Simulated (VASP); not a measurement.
Wanted: the native input for a VASP 6.6.1 run.

```
Task                   : relaxation of cell and atoms
Functional             : PBE
Potentials or basis    : VASP PAW PBE potentials, release 64 (Co, Sn_d)
Cutoff                 : 600 eV
k mesh                 : 9 × 9 × 8
Occupations            : gaussian, width 0.1 eV
Spin                   : no spin polarisation
Dipole correction      : no
Further INCAR settings : ALGO = Normal; EDIFF = 1e-07; IBRION = 2; EDIFFG = -0.005; NSW = 100; ISIF = 3
```

The structure of CoSn lies in POSCAR:

```
CoSn
1.0
    5.2460399276      0.0000000000      0.0000000000
   -2.6230199638      4.5432038466      0.0000000000
    0.0000000000      0.0000000000      4.1875903000
Co Sn
3 3
Direct
    0.0000000000      0.5000000000      0.0000000000
    0.5000000000      0.5000000000      0.0000000000
    0.5000000000      0.0000000000      0.0000000000
    0.6666666700      0.3333333300      0.5000000000
    0.3333333300      0.6666666700      0.5000000000
    0.0000000000      0.0000000000      0.0000000000
```

These files were run (other wordings do the same):

INCAR

```
SYSTEM = CoSn
PREC = Accurate
ENCUT = 600
EDIFF = 1E-7
ISMEAR = 0
SIGMA = 0.1
LREAL = .FALSE.
LASPH = .TRUE.
NELM = 100
ALGO = Normal
ISIF = 3
LWAVE = .FALSE.
LCHARG = .FALSE.
GGA = PE
IBRION = 2
NSW = 100
EDIFFG = -0.005
```

KPOINTS

```
Automatic mesh
0
G
  9 9 8
  0 0 0
```

Potentials or basis: VASP PAW PBE potentials, release 64 (Co, Sn_d).

The run is started by

```bash
$ cat potpaw_PBE.64/Co/POTCAR potpaw_PBE.64/Sn_d/POTCAR > POTCAR
$ mpirun -np 1 vasp_std > vasp.out
```

It gave:

The relaxed volume is 17.12 Å³/atom and the relaxed cell is a = 5.296 Å, b = 5.296 Å, c = 4.228 Å, α = 90.00°, β = 90.00°, γ = 120.00°. The space group after relaxing (to 0.05 Å) is P6/mmm (No. 191). The energy gained by relaxing is 5.7 meV/atom, the ionic steps are 3 and the pressure after relaxing is 0.0 GPa.

It took 6.6 min on 1 thread of Intel(R) Xeon(R) 6975P-C (Granite Rapids), on a shared host, peak memory 0.41 GiB.
